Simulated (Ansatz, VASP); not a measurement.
**SbAu in VASP and in Ansatz**

```
CELL_PARAMETERS angstrom
0.00000 3.11088 3.11088
3.11088 0.00000 3.11088
3.11088 3.11088 0.00000
ATOMIC_POSITIONS crystal
Au 0.00000 0.00000 0.00000
Sb 0.25000 0.25000 0.25000
```

Alike in both runs: task electric field gradients; functional revPBE; k mesh 10 × 10 × 10; occupations fermi-dirac, width 0.08 eV; no spin polarisation.

|  | VASP | Ansatz |
| --- | --- | --- |
| version | VASP 6.6.1 | Ansatz 0.2.0 |
| potentials or method | VASP PAW PBE potentials, release 64 (Au, Sb), cutoff 520 eV | all-electron PAW with datasets made for the crystal, scalar-relativistic |

VASP gave:

* gap on the k mesh at the Fermi level (eV): none
* pressure (GPa): 1.0

Q: What did Ansatz give for the same quantities?

A: gap on the k mesh at the Fermi level (eV): none; pressure (GPa): 1.2.

VASP's potentials were made for PBE, not for revPBE. A gap of «none» marks a metal or a gap that the smearing closes. Ansatz ran all-electron here, and VASP with PAW potentials.

Neither program's run includes spin-orbit coupling.
